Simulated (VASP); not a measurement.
Input of a VASP 6.6.1 run:

INCAR

```
PREC = Accurate
ENCUT = 500
EDIFF = 1E-6
ISMEAR = -1
SIGMA = 0.1
LREAL = False
LASPH = True
NELM = 120
ALGO = Normal
ISIF = 2
LWAVE = False
LCHARG = False
GGA = CA
NBANDS = 22
GGA_COMPAT = False
```

KPOINTS

```
Automatic mesh
0
Gamma
  14 14 8
```

The input POSCAR:

```
Re
1.0
    2.7381459522      0.0000000000      0.0000000000
   -1.3690729761      2.3713039539      0.0000000000
    0.0000000000      0.0000000000      4.4169120289
Re
2
Direct
    0.3333333333      0.6666666667      0.2500000000
    0.6666666667      0.3333333333      0.7500000000
```

Potentials or basis: VASP PAW LDA potentials, release 64 (Re_sv_GW).

The run is started by

```console
$ cat potpaw_LDA.64/Re_sv_GW/POTCAR > POTCAR
$ mpirun -np 1 vasp_std > vasp.out
```

**Question.** What does it give for the band gap on the k mesh?

**Answer.** Zero (bands 15 and 16 overlap by 3.39 eV).

**Question.** Predict the pressure.

**Answer.** -0.9 GPa.

Stress tensor (GPa, compression positive):
```
-0.90  0.00  0.00
 0.00 -0.90  0.00
 0.00  0.00 -1.03
```

Caveat: spin-orbit coupling is left out, which moves the levels of the heavy elements.
